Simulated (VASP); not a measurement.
Wanted: the native input for a VASP 6.6.1 run.

```yaml
Task: single point
Functional: PBE
Potentials_or_basis: VASP PAW PBE potentials, release 64 (Ca_sv, Cu, S, O)
Cutoff: 520 eV
k_mesh: 6 × 6 × 3
Occupations: gaussian, width 0.05 eV
Spin: no spin polarisation
Dipole_correction: no
Further_INCAR_settings: ALGO = Normal; EDIFF = 1e-06; NBANDS = 36
```

The structure of Ca2CuS2O2 lies in POSCAR:

```
Ca2CuS2O2
1.0
    3.8624990000      0.0000000000      0.0000000000
    0.0000000000      3.8624990000      0.0000000000
    0.0000000000      0.0000000000      7.7454740000
Ca Cu S O
2 1 2 2
Direct
    0.5000000000      0.5000000000      0.7081120000
    0.5000000000      0.5000000000      0.2918880000
    0.0000000000      0.0000000000      0.5000000000
    0.0000000000      0.0000000000      0.8616880000
    0.0000000000      0.0000000000      0.1383120000
    0.0000000000      0.5000000000      0.5000000000
    0.5000000000      0.0000000000      0.5000000000
```

The input as run:

INCAR

```
ALGO = Normal ; EDIFF = 1E-6
ENCUT = 520 ; GGA = PE
ISIF = 2 ; ISMEAR = 0
LASPH = T ; LCHARG = F
LREAL = F ; LWAVE = F
NBANDS = 36 ; NELM = 100
PREC = Accurate ; SIGMA = 0.05
```

KPOINTS

```
k-points
0
Gamma
  6 6 3
```

Potentials or basis: VASP PAW PBE potentials, release 64 (Ca_sv, Cu, S, O).

Command:

```bash
$ cat potpaw_PBE.64/Ca_sv/POTCAR potpaw_PBE.64/Cu/POTCAR potpaw_PBE.64/S/POTCAR potpaw_PBE.64/O/POTCAR > POTCAR
$ mpirun -np 1 vasp_std > vasp.out
```

Results of the run:

The pressure is 0.2 GPa, the largest force is 0.062 eV/Å and the band gap on the k mesh is zero (an odd number of electrons rules out a gap without spin polarisation).

Caveat: an odd number of electrons without spin polarisation forces a metal; a magnetic or distorted state may lie lower; semilocal functionals often make such compounds metallic where correlation or magnetic order opens a gap, which also shifts bond lengths.

Run time: 2 min on 1 thread of Intel(R) Xeon(R) Platinum 8375C CPU @ 2.90GHz (Ice Lake) (shared host), peak memory 0.27 GiB.
